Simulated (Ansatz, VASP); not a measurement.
Ge in VASP and in Ansatz

```xyz
4
Lattice="4.1266 0.0000 0.0000 -2.0633 3.5738 0.0000 0.0000 0.0000 6.8124" Properties=species:S:1:pos:R:3 pbc="T T T"
Ge    2.0633    1.1913    0.4285
Ge    0.0000    2.3825    3.8347
Ge    2.0633    1.1913    2.9777
Ge    0.0000    2.3825    6.3839
```

Alike in both runs: task single point; functional r2SCAN; k mesh 7 × 7 × 4; occupations methfessel-paxton of order 1, width 0.15 eV; no spin polarisation.

|  | VASP | Ansatz |
| --- | --- | --- |
| version | VASP 6.6.1 | Ansatz 0.2.0 |
| potentials or method | VASP PAW PBE potentials, release 64 (Ge_d), cutoff 520 eV | plane waves, PAW |
| valence electrons in the cell | 56 | 56 |

Ansatz gave:

| Item | Value |
| --- | --- |
| pressure (GPa) | -5.3 |
| traceless stress, the component that is largest in VASP (GPa) | -0.10 |

Question: Which values does VASP return?

Answer: Pressure (GPa): -5.3; traceless stress, the component that is largest in VASP (GPa): -0.12.

VASP's potentials were made for PBE, not for r2SCAN.
